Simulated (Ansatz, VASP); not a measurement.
# Lu: VASP beside Ansatz

File INCAR:

```
SYSTEM = Lu
ALGO = Fast ; EDIFF = 1E-6
ENCUT = 520 ; GGA = CA
ISIF = 2 ; ISMEAR = -1
LASPH = .TRUE. ; LCHARG = .FALSE.
LREAL = .FALSE. ; LWAVE = .FALSE.
NBANDS = 32 ; NELM = 60
PREC = Accurate ; SIGMA = 0.05
```

KPOINTS

```
k-points
0
G
  9 9 5
  0 0 0
```

Contents of POSCAR:

```
Lu
1.0
    3.5491987075      0.0000000000      0.0000000000
   -1.7745993538      3.0736962438      0.0000000000
    0.0000000000      0.0000000000      5.6239465347
Lu
2
Direct
    0.6666666667      0.3333333333      0.7500000000
    0.3333333333      0.6666666667      0.2500000000
```

input.yaml

```yaml
crystal:
  lattice:
    - [3.5491987075, 0.0, 0.0]
    - [-1.7745993538, 3.0736962438, 0.0]
    - [0.0, 0.0, 5.6239465347]
  atoms:
    - { symbol: Lu, position: [0.6666666667, 0.3333333333, 0.75] }
    - { symbol: Lu, position: [0.3333333333, 0.6666666667, 0.25] }
kpoints:
  mp_grid: { grid: [9, 9, 5] }
scf:
  occupations: { method: fermi_dirac, width: 0.05 }
hamiltonian:
  xc: lda
  pseudopotentials: { kind: all_electron, lapw: { basis_error: 0.001 } }
output:
  forces: true
  stress: true
  eigenvalues: true
```

Change from the starting cell: volume scaled by 1.04.

Alike in both runs: task single point; functional LDA; k mesh 9 × 9 × 5; occupations fermi-dirac, width 0.05 eV; no spin polarisation.

|  | VASP | Ansatz |
| --- | --- | --- |
| version | VASP 6.6.1 | Ansatz 0.2.0 |
| potentials or method | VASP PAW PBE potentials, release 64 (Lu), cutoff 520 eV | all-electron LAPW, scalar-relativistic |

|  | VASP | Ansatz | Ansatz less VASP |
| --- | --- | --- | --- |
| gap on the k mesh at the Fermi level (eV) | none | none | - |
| pressure (GPa) | -6.7 | -6.8 | -0.10 |
| traceless stress, the component that is largest in VASP (GPa) | -0.74 | -0.72 | +0.018 |

VASP's potentials were made for PBE, not for LDA. LDA's correlation is that of Perdew and Zunger in VASP and of Perdew and Wang (1992) in Ansatz. A gap of «none» marks a metal or a gap that the smearing closes. Ansatz ran all-electron here, and VASP with PAW potentials.

Spin-orbit coupling is off throughout.
